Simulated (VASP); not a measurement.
# Si2GeP3 (I4/mmm) in VASP: further runs

Runs on Si2GeP3. Level: PBE. Tasks: relaxation of cell and atoms, single point.

All numbers are computed with VASP 6.6.1; they aren't measurements. Logs are shortened: lines on timing, memory, paths and dates and some standing lists are left out, and cuts for length are marked.

**1. The cell of the first run**

It takes space group I4/mmm (No. 139, tetragonal). Conventional cell: a = 4.898 Å, b = 4.898 Å, c = 8.786 Å, α = 90.00°, β = 90.00°, γ = 90.00°. Si (site symmetry -4m2) has 2 P at 2.20 Å within 2.9 Å. Within 3.3 Å of Ge (site symmetry 4/mmm) lie 4 P at 2.45 Å and 8 Si at 3.29 Å. P (site symmetry mmm) has 2 Si at 2.20 Å and 2 Ge at 2.45 Å and 2 P at 2.45 Å within 2.9 Å. Within 3.3 Å of P (site symmetry 4/mmm) lie 4 P at 2.45 Å and 8 Si at 3.29 Å.

The cell was built from a structure type or drawn by symmetry, and may not be a known phase.

**2. Relaxation of cell and atoms, PBE**

Input file INCAR:

```
ALGO = Normal ; EDIFF = 1E-6
EDIFFG = -0.04 ; ENCUT = 600
GGA = PE ; IBRION = 2
ISIF = 3 ; ISMEAR = 0
LASPH = T ; LCHARG = F
LREAL = F ; LWAVE = F
NELM = 60 ; NSW = 90
PREC = Accurate ; SIGMA = 0.1
```

Input file KPOINTS:

```
k-points
0
Gamma
  6 6 6
```

Input file POSCAR:

```
Si2GeP3
1.0
   -2.4491733400      2.4491733400      4.3932240500
    2.4491733400     -2.4491733400      4.3932240500
    2.4491733400      2.4491733400     -4.3932240500
Si Ge P
2 1 3
Direct
    0.7500000000      0.2500000000      0.5000000000
    0.2500000000      0.7500000000      0.5000000000
    0.5000000000      0.5000000000      0.0000000000
    0.5000000000      0.0000000000      0.5000000000
    0.0000000000      0.5000000000      0.5000000000
    0.0000000000      0.0000000000      0.0000000000
```

Potentials or basis: VASP PAW PBE potentials, release 64 (Si, Ge_d, P).

On the command line:

```bash
> cat potpaw_PBE.64/Si/POTCAR potpaw_PBE.64/Ge_d/POTCAR potpaw_PBE.64/P/POTCAR > POTCAR
> mpirun -np 1 vasp_std > vasp.out
```

OUTCAR:

```text
EDIFF = 1E-6
   EDIFFG = -0.04
   ENCUT = 600
   GGA = PE
   IBRION = 2
   ISIF = 3
   ISMEAR = 0
   LASPH = T
   LREAL = F
   NELM = 60
   NSW = 90
   PREC = Accurate

 ion  position               nearest neighbor table
   1  0.750  0.250  0.500-   4 2.20   5 2.20
   2  0.250  0.750  0.500-   4 2.20   5 2.20
   3  0.500  0.500  0.000-   4 2.45   5 2.45   4 2.45   5 2.45
   4  0.500  0.000  0.500-   1 2.20   2 2.20   3 2.45   6 2.45   3 2.45   6 2.45
   5  0.000  0.500  0.500-   1 2.20   2 2.20   3 2.45   6 2.45   6 2.45   3 2.45
   6  0.000  0.000  0.000-   4 2.45   5 2.45   5 2.45   4 2.45

  LATTYP: Found a body centered tetragonal cell.
 ALAT       =     4.8983466800
 C/A-ratio  =     1.7937579094

  Lattice vectors:

 A1 = (  -2.4491733400,   2.4491733400,   4.3932240500)
 A2 = (   2.4491733400,  -2.4491733400,   4.3932240500)
 A3 = (   2.4491733400,   2.4491733400,  -4.3932240500)

Analysis of symmetry for initial positions (statically):
=====================================================================
 Subroutine PRICEL returns:
 Original cell was already a primitive cell.

 Routine SETGRP: Setting up the symmetry group for a
 body centered tetragonal supercell.

 Subroutine GETGRP returns: Found 16 space group operations
 (whereof 16 operations were pure point group operations)
 out of a pool of 16 trial point group operations.

The static configuration has the point symmetry D_4h.

Analysis of symmetry for dynamics (positions and initial velocities):
=====================================================================
 Subroutine PRICEL returns:
 Original cell was already a primitive cell.

 Routine SETGRP: Setting up the symmetry group for a
 body centered tetragonal supercell.

 Subroutine GETGRP returns: Found 16 space group operations
 (whereof 16 operations were pure point group operations)
 out of a pool of 16 trial point group operations.

The dynamic configuration has the point symmetry D_4h.

 Subroutine INISYM returns: Found 16 space group operations
 (whereof 16 operations are pure point group operations),
 and found     1 'primitive' translations

----------------------------------------------------------------------------------------

                                     Primitive cell

  volume of cell :     105.4101

  direct lattice vectors                    reciprocal lattice vectors
    -2.449173340  2.449173340  4.393224050     0.000000000  0.204150516  0.113811632
     2.449173340 -2.449173340  4.393224050     0.204150516  0.000000000  0.113811632
     2.449173340  2.449173340 -4.393224050     0.204150516  0.204150516  0.000000000

  length of vectors
     5.594400562  5.594400562  5.594400562     0.233731728  0.233731728  0.288712428

  position of ions in fractional coordinates (direct lattice)
     0.750000000  0.250000000  0.500000000
     0.250000000  0.750000000  0.500000000
     0.500000000  0.500000000  0.000000000
     0.500000000  0.000000000  0.500000000
     0.000000000  0.500000000  0.500000000
     0.000000000  0.000000000  0.000000000

  ion indices of the primitive-cell ions
   primitive index   ion index
                 1           1
                 2           2
                 3           3
                 4           4
                 5           5
                 6           6

----------------------------------------------------------------------------------------

 KPOINTS: k-points

Automatic generation of k-mesh.
 Grid dimensions read from file:
 generate k-points for:    6    6    6

 Generating k-lattice:

  Cartesian coordinates                     Fractional coordinates (reciprocal lattice)
     0.000000000  0.034025086  0.018968605     0.166666667  0.000000000 -0.000000000
     0.034025086  0.000000000  0.018968605     0.000000000  0.166666667 -0.000000000
     0.034025086  0.034025086  0.000000000     0.000000000  0.000000000  0.166666667

  Length of vectors
     0.038955288  0.038955288  0.048118738

  Shift w.r.t. Gamma in fractional coordinates (k-lattice)
     0.000000000  0.000000000  0.000000000

 Subroutine IBZKPT returns following result:
 ===========================================

 Found     30 irreducible k-points:

 Following reciprocal coordinates:
            Coordinates               Weight
  0.000000  0.000000  0.000000      1.000000
  0.166667 -0.000000  0.000000      8.000000
  0.333333  0.000000 -0.000000      8.000000
  0.500000  0.000000  0.000000      4.000000
  0.166667  0.166667  0.000000      8.000000
  0.333333  0.166667 -0.000000     16.000000
[... 16 lines left out ...]
 -0.333333 -0.333333  0.166667      8.000000
 -0.166667 -0.333333  0.166667      8.000000
 [... further k-points ...]
   k-points           NKPTS =     30   k-points in BZ     NKDIM =     30   number of bands    NBANDS=     22
   number of dos      NEDOS =    301   number of ions     NIONS =      6
   total plane-waves  NPLWV = 110592
   dimension x,y,z NGX =    48 NGY =   48 NGZ =   48
   dimension x,y,z NGXF=    96 NGYF=   96 NGZF=   96
   ions per type =               2   1   3
   NGX,Y,Z   is equivalent  to a cutoff of  14.26, 14.26, 14.26 a.u.
   NGXF,Y,Z  is equivalent  to a cutoff of  28.53, 28.53, 28.53 a.u.
 SYSTEM =  unknown system
   PREC   = accura    normal or accurate (medium, high low for compatibility)
   ISTART =      0    job   : 0-new  1-cont  2-samecut
   ICHARG =      2    charge: 1-file 2-atom 10-const
   ISPIN  =      1    spin polarized calculation?
   LNONCOLLINEAR =      F non collinear calculations
   LSORBIT =      F    spin-orbit coupling
   LASPH  =      T    aspherical Exc in radial PAW
   ENCUT  =  600.0 eV  44.10 Ry    6.64 a.u.  11.17 11.17 11.17*2*pi/ulx,y,z
   NELM   =     60;   NELMIN=  2; NELMDL= -5     # of ELM steps
   EDIFF  = 0.1E-05   stopping-criterion for ELM
   LREAL  =      F    real-space projection
   EDIFFG = -.4E-01   stopping-criterion for IOM
   NSW    =     90    number of steps for IOM
   IBRION =      2    ionic relax: 0-MD 1-quasi-New 2-CG
   NFREE  =      1    steps in history (QN), initial steepest desc. (CG)
   ISIF   =      3    stress and relaxation
   ISYM   =      2    0-nonsym 1-usesym 2-fastsym
   POTIM  = 0.5000    time-step for ionic-motion
   TEBEG  =    0.0;   TEEND  =   0.0 temperature during run
   PSTRESS=    0.0 pullay stress
   NELECT =      37.0000    total number of electrons
   NUPDOWN=      -1.0000    fix difference up-down
   EMIN   =  10.00;   EMAX   =-10.00  energy-range for DOS
   EFERMI =   0.00;   METHOD = LEGACY
   ISMEAR =     0;   SIGMA  =   0.10  broadening in eV -4-tet -1-fermi 0-gaus
   EFERMI_NEDOS =   21; number of points for ismear=-14 and -15
   IALGO  =     38    algorithm
   IMIX   =      4    mixing-type and parameters
     AMIX     =   0.40;   BMIX     =  1.00
     AMIX_MAG =   1.60;   BMIX_MAG =  1.00
  volume/ion in A,a.u.               =      17.57       118.56
  Fermi-wavevector in a.u.,A,eV,Ry     =   1.154821  2.182295 18.144881  1.333611
  Thomas-Fermi vector in A             =   2.291454
   LORBIT       =      0    0 simple, 1 ext, 2 COOP (PROOUT), +10 PAW based schemes
   GGA     = PE    functional components
   LHFCALC =     F    Hartree Fock is set to
   AEXX    =    0.0000 exact exchange contribution
   IVDW    =     0    specifies the selected vdW correction
   LEPSILON=     F    determine dielectric tensor
   LRPA    =     F    only Hartree local field effects (RPA)
 conjugate gradient relaxation of ions
 non-spin polarized calculation
 Gauss-broadening in eV      SIGMA  =   0.10
  energy-cutoff  :      600.00
  volume of cell :      105.41
 maximum number of plane-waves:      3542
 NGX is ok and might be reduce to    48
   NGX = 23   NGY = 23   NGZ = 23

--------------------------------------- Ionic step        1  -------------------------------------------

 number of electron      37.0000004 magnetization

 Free energy of the ion-electron system (eV)
  ---------------------------------------------------
  ext. energy  EPLUGINS =         0.00000000
  ---------------------------------------------------
  free energy    TOTEN  =       -27.03201377 eV

  energy without entropy =      -27.01712989  energy(sigma->0) =      -27.02457183

------------------------ aborting loop because EDIFF is reached ----------------------------------------

  FORCE on cell =-STRESS in cart. coord.  units (eV):
  Direction    XX          YY          ZZ          XY          YZ          ZX
  --------------------------------------------------------------------------------------
  -------------------------------------------------------------------------------------
  Total        1.1492843      1.1492843     11.3918108      0.0000000      0.0000000      0.0000000
  in kB       17.4685028     17.4685028    173.1493860      0.0000000      0.0000000      0.0000000
  external PRESSURE =      69.3621306 kB  Pullay stress =       0.0000000 kB

 VOLUME and BASIS-vectors are now :
 -----------------------------------------------------------------------------
  energy-cutoff  :      600.00
  volume of cell :      105.41
      direct lattice vectors                 reciprocal lattice vectors
    -2.449173340  2.449173340  4.393224050     0.000000000  0.204150516  0.113811632
     2.449173340 -2.449173340  4.393224050     0.204150516  0.000000000  0.113811632
     2.449173340  2.449173340 -4.393224050     0.204150516  0.204150516  0.000000000
[... 161 lines left out ...]
 POSITION                                       TOTAL-FORCE (eV/Angst)
 -----------------------------------------------------------------------------------
      0.00000      2.42934      2.37952         0.000000     -0.000000      0.000000
      2.42934      0.00000      2.37952        -0.000000     -0.000000      0.000000
      0.00000      0.00000      4.75904        -0.000000      0.000000     -0.000000
      0.00000      2.42934      0.00000        -0.000000      0.000000     -0.000000
      2.42934      0.00000      0.00000        -0.000000      0.000000     -0.000000
      0.00000      0.00000     -0.00000        -0.000000      0.000000     -0.000000
 -----------------------------------------------------------------------------------
    total drift:                                0.000000     -0.000000      0.000000

  FREE ENERGIE OF THE ION-ELECTRON SYSTEM (eV)
  ---------------------------------------------------
  free  energy   TOTEN  =       -27.4448363801 eV

  energy  without entropy=      -27.4304477160  energy(sigma->0) =      -27.43764205

--------------------------------------- Ionic step        6  -------------------------------------------

 number of electron      37.0000001 magnetization

 Free energy of the ion-electron system (eV)
  ---------------------------------------------------
  ext. energy  EPLUGINS =         0.00000000
  ---------------------------------------------------
  free energy    TOTEN  =       -27.45910677 eV

  energy without entropy =      -27.44555402  energy(sigma->0) =      -27.45233039

 E-fermi :   6.7999     XC(G=0): -10.2838

 val. band max:        6.7976311113   @ k =   0.3333   0.3333   0.1667
 cond. band min:       6.8057801589   @ k =   0.1667  -0.0000   0.0000
 fundamental gap:      0.0081490475
 Fermi energy:         6.7998730465

 k-point     1 :       0.0000    0.0000    0.0000
  band No.  band energies     occupation
      1     -18.1738      2.00000
      2     -18.1515      2.00000
      3     -18.1372      2.00000
      4     -18.1372      2.00000
      5     -18.0946      2.00000
      6      -8.1464      2.00000
[... 14 lines left out ...]
     21       9.2029      0.00000
     22       9.5069      0.00000
[... 552 lines left out ...]
  band No.  band energies     occupation
      1     -18.1735      2.00000
      2     -18.1506      2.00000
      3     -18.1372      2.00000
      4     -18.1371      2.00000
      5     -18.0947      2.00000
      6      -7.8478      2.00000
[... 14 lines left out ...]
     21       7.9441      0.00000
     22       8.9757      0.00000

 [... further k-points ...]

------------------------ aborting loop because EDIFF is reached ----------------------------------------

  FORCE on cell =-STRESS in cart. coord.  units (eV):
  Direction    XX          YY          ZZ          XY          YZ          ZX
  --------------------------------------------------------------------------------------
  -------------------------------------------------------------------------------------
  Total       -0.2182208     -0.2182208     -0.0213429      0.0000000      0.0000000      0.0000000
  in kB       -3.1517644     -3.1517644     -0.3082562      0.0000000      0.0000000      0.0000000
  external PRESSURE =      -2.2039283 kB  Pullay stress =       0.0000000 kB

 VOLUME and BASIS-vectors are now :
 -----------------------------------------------------------------------------
  energy-cutoff  :      600.00
  volume of cell :      110.93
      direct lattice vectors                 reciprocal lattice vectors
    -2.407928863  2.407928863  4.783059395     0.000000000  0.207647330  0.104535603
     2.407928863 -2.407928863  4.783059395     0.207647330  0.000000000  0.104535603
     2.407928863  2.407928863 -4.783059395     0.207647330  0.207647330  0.000000000

 POSITION                                       TOTAL-FORCE (eV/Angst)
 -----------------------------------------------------------------------------------
      0.00000      2.40793      2.39153        -0.000000      0.000000      0.000000
      2.40793      0.00000      2.39153         0.000000     -0.000000     -0.000000
      0.00000      0.00000      4.78306         0.000000     -0.000000     -0.000000
      0.00000      2.40793      0.00000         0.000000     -0.000000     -0.000000
      2.40793      0.00000      0.00000         0.000000     -0.000000     -0.000000
      0.00000      0.00000     -0.00000         0.000000     -0.000000     -0.000000
 -----------------------------------------------------------------------------------
    total drift:                                0.000000     -0.000000      0.000000

  FREE ENERGIE OF THE ION-ELECTRON SYSTEM (eV)
  ---------------------------------------------------
  free  energy   TOTEN  =       -27.4591067692 eV

  energy  without entropy=      -27.4455540176  energy(sigma->0) =      -27.45233039

 reached required accuracy - stopping structural energy minimisation
```

Run time: 7.3 min. Hardware: 1 thread of Intel Xeon Platinum 8259CL at 2.50GHz (Skylake/Cascade Lake), shared host; peak memory 0.38 GiB.

Results:

```yaml
Free_energy: -27.4591 eV
Relaxed_volume: 18.49 Å³/atom
Relaxed_cell: a = 5.871 Å, b = 5.871 Å, c = 5.871 Å, α = 131.58°, β = 131.58°, γ = 70.90°
Space_group_after_relaxing_to_0.1_Å: I4/mmm (No. 139)
Energy_gained_by_relaxing: 71.2 meV/atom
Ionic_steps: 6
Pressure_after_relaxing: -0.2 GPa
Band_gap_on_the_k_mesh: zero (an odd number of electrons rules out a gap without spin polarisation)
```

The path:
| step | energy change (eV) | largest force (eV/Å) | pressure (GPa) | volume (Å³) |
| --- | --- | --- | --- | --- |
| 1 | 0.0000 | 0.0000 | 6.94 | 105.41 |
| 2 | -0.3349 | 0.0000 | -3.30 | 117.20 |
| 3 | -0.3516 | 0.0000 | -1.35 | 114.31 |
| 4 | -0.3525 | 0.0000 | -1.70 | 114.85 |
| 5 | -0.4128 | 0.0000 | -1.06 | 112.35 |
| 6 | -0.4271 | 0.0000 | -0.22 | 110.93 |

Final structure:
```
Si Ge P
1.0
    -2.40793    2.40793    4.78306
     2.40793   -2.40793    4.78306
     2.40793    2.40793   -4.78306
Si Ge P
2 1 3
Direct
  0.75000 0.25000 0.50000
  0.25000 0.75000 0.50000
  0.50000 0.50000 0.00000
  0.50000 0.00000 0.50000
  0.00000 0.50000 0.50000
  0.00000 0.00000 0.00000
```

**3. Single point, PBE**

This run uses another cell than the first one, of 18.66 Å³/atom.

Input file INCAR:

```
PREC = Accurate
ENCUT = 520
EDIFF = 1E-7
ISMEAR = 0
SIGMA = 0.1
LREAL = False
LASPH = True
NELM = 80
ALGO = Normal
ISIF = 2
LWAVE = False
LCHARG = False
GGA = PE
NBANDS = 28
```

Input file KPOINTS:

```
regular mesh
0
Gamma
  12 12 12
```

POSCAR, as its differences from that of step 2:

```diff
@@ -2,5 +2,5 @@
 1.0
-   -2.4491733400      2.4491733400      4.3932240500
-    2.4491733400     -2.4491733400      4.3932240500
-    2.4491733400      2.4491733400     -4.3932240500
+   -2.4121035032      2.4121035032      4.8105803510
+    2.4121035032     -2.4121035032      4.8105803510
+    2.4121035032      2.4121035032     -4.8105803510
 Si Ge P
```

Potentials or basis: VASP PAW PBE potentials, release 64 (Si, Ge_d, P).

On the command line:

```bash
> cat potpaw_PBE.64/Si/POTCAR potpaw_PBE.64/Ge_d/POTCAR potpaw_PBE.64/P/POTCAR > POTCAR
> mpirun -np 1 vasp_std > vasp.out
```

It took 10 min on 1 thread of Intel Xeon Platinum 8259CL at 2.50GHz (Skylake/Cascade Lake), shared host; peak memory 0.63 GiB.

It converged, with:

```
Free energy            : -27.4696 eV
Pressure               : -0.1 GPa
Band gap on the k mesh : zero (an odd number of electrons rules out a gap without spin polarisation)
```

Stress tensor (GPa, compression positive):
```
-0.15  0.00  0.00
 0.00 -0.15  0.00
 0.00  0.00 -0.04
```

Levels at points of the mesh, in eV from the Fermi level:
| k point | band 15 | band 16 | band 17 | band 18 | band 19 | band 20 | band 21 | band 22 | band 23 | band 24 |
| --- | --- | --- | --- | --- | --- | --- | --- | --- | --- | --- |
| (0.00, 0.00, 0.00) | -3.65 | -3.55 | -1.92 | -1.92 | -1.02 | 2.31 | 2.38 | 2.61 | 3.08 | 3.72 |
| (0.50, 0.00, 0.00) | -2.39 | -1.65 | -1.26 | -0.97 | -0.70 | 0.13 | 0.15 | 2.55 | 3.15 | 3.26 |
| (0.50, 0.50, 0.00) | -1.59 | -1.42 | -0.93 | -0.46 | -0.18 | 1.06 | 1.36 | 1.41 | 1.83 | 2.65 |
| (0.50, 0.50, 0.50) | -3.50 | -3.50 | -0.58 | -0.10 | -0.10 | 0.40 | 1.39 | 1.80 | 2.19 | 2.19 |
